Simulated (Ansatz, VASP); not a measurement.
## Two plane-wave programs on AlNi

```
CELL_PARAMETERS angstrom
2.88100 0.00000 0.00000
0.00000 2.88100 0.00000
0.00000 0.00000 2.88100
ATOMIC_POSITIONS crystal
Ni 0.50000 0.50000 0.50000
Al 0.00000 0.00000 0.00000
```

Alike in both runs: task relaxation of cell and atoms; functional PBEsol-based global hybrid; k mesh 5 × 5 × 5; occupations fermi-dirac, width 0.05 eV; collinear spin.

```csv
,VASP,Ansatz
version,VASP 6.6.1,Ansatz 0.2.0
potentials or method,"VASP PAW PBE potentials, release 64 (Ni, Al)",Ansatz PAW
plane-wave cutoff (eV),600,420
valence electrons in the cell,13,21
```

|  | VASP | Ansatz | Ansatz less VASP |
| --- | --- | --- | --- |
| gap on the k mesh at the Fermi level, each at its own relaxed structure (eV) | none | none | - |
| net moment per atom (μB) | 0.03 | 0.03 | 0.000 |
| size of the moment on the site where the two differ most (μB) | 0.06 | 0.06 | +0.004 |
| relaxed volume (Å³/atom) | 11.56 | 11.56 | -0.007 |
| relaxed cell length with the largest relative difference (Å) | 2.849 | 2.849 | -0.0006 |

VASP's potentials were made for PBE, not for PBEsol-based global hybrid. Site moments also hang on the region over which each program counts them. A gap of «none» marks a metal or a gap that the smearing closes. VASP's potentials hold 13 valence electrons a cell and Ansatz's 21, so a difference there can come from the potentials and not from the codes.

The k mesh is coarse, so the values compare programs but aren't converged. Noted on Ansatz's run: the magnetic or orbital state may not be the lowest; the plane-wave basis is chosen anew once the cell has moved, so the energies of steps on either side of that aren't comparable.
